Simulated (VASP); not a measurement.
CoO, 2 atoms in the cell. It takes space group I4/mmm (No. 139, tetragonal). Conventional cell: a = 3.016 Å, b = 3.016 Å, c = 4.214 Å, α = 90.00°, β = 90.00°, γ = 90.00°. Within 2.8 Å of Co (site symmetry 4/mmm) lie 6 O at 2.11 to 2.13 Å. O (site symmetry 4/mmm) has 6 Co at 2.11 to 2.13 Å within 2.8 Å. 

```yaml
Program: VASP 6.6.1
Task: single point
Functional: PBE
Potentials_or_basis: VASP PAW PBE potentials, release 64 (Co, O)
Cutoff: 520 eV
k_mesh: 12 × 12 × 12
Occupations: gaussian, width 0.02 eV
Spin: no spin polarisation
Hubbard_terms: Co d U = 3.32 eV
Dipole_correction: no
Further_INCAR_settings: ALGO = Normal; EDIFF = 1e-07; NBANDS = 14
```

Potentials or basis: VASP PAW PBE potentials, release 64 (Co, O).

Command:

```console
$ cat potpaw_PBE.64/Co/POTCAR potpaw_PBE.64/O/POTCAR > POTCAR
$ mpirun -np 1 vasp_std > vasp.out
```

Hardware: 1 thread of Intel(R) Xeon(R) 6975P-C (Granite Rapids), with other jobs on the host.

Task: Estimate the wall time of this run.

Result: It took 24 s on 1 thread of Intel(R) Xeon(R) 6975P-C (Granite Rapids), on a shared host, peak memory 0.17 GiB. Counts: scf iterations 16, k points 163.
